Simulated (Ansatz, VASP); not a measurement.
**W: VASP beside Ansatz**

```
W
1.0
    -1.64131    1.56808    1.56808
     1.56808   -1.64131    1.56808
     1.56808    1.56808   -1.64131
W
1
Direct
  0.00000 0.00000 0.00000
```

Change from the starting cell: equal engineering shear yz, xz and xy -0.0467, equal normal strain along x, y and z +0.0000.

Alike in both runs: task single point; functional LDA; k mesh 20 × 20 × 20; occupations gaussian, width 0.15 eV; no spin polarisation.

|  | VASP | Ansatz |
| --- | --- | --- |
| version | VASP 6.6.1 | Ansatz 0.2.0 |
| potentials or method | VASP PAW LDA potentials, release 64 (W_sv), cutoff 520 eV | scalar-relativistic, plane waves, PAW |
| valence electrons in the cell | 14 | 14 |

VASP gave:

| Property | Result |
| --- | --- |
| gap on the k mesh at the Fermi level (eV) | none |
| pressure (GPa) | 3.6 |
| traceless stress, the component that is largest in VASP (GPa) | 8.86 |

Question: Estimate Ansatz's values.

Answer: gap on the k mesh at the Fermi level (eV): none; pressure (GPa): 1.7; traceless stress, the component that is largest in VASP (GPa): 8.65.

Ansatz warns that its potentials were made for another functional, while VASP's fit it. LDA's correlation is that of Perdew and Zunger in VASP and of Perdew and Wang (1992) in Ansatz. A gap of «none» marks a metal or a gap that the smearing closes.

Spin-orbit coupling is off throughout.
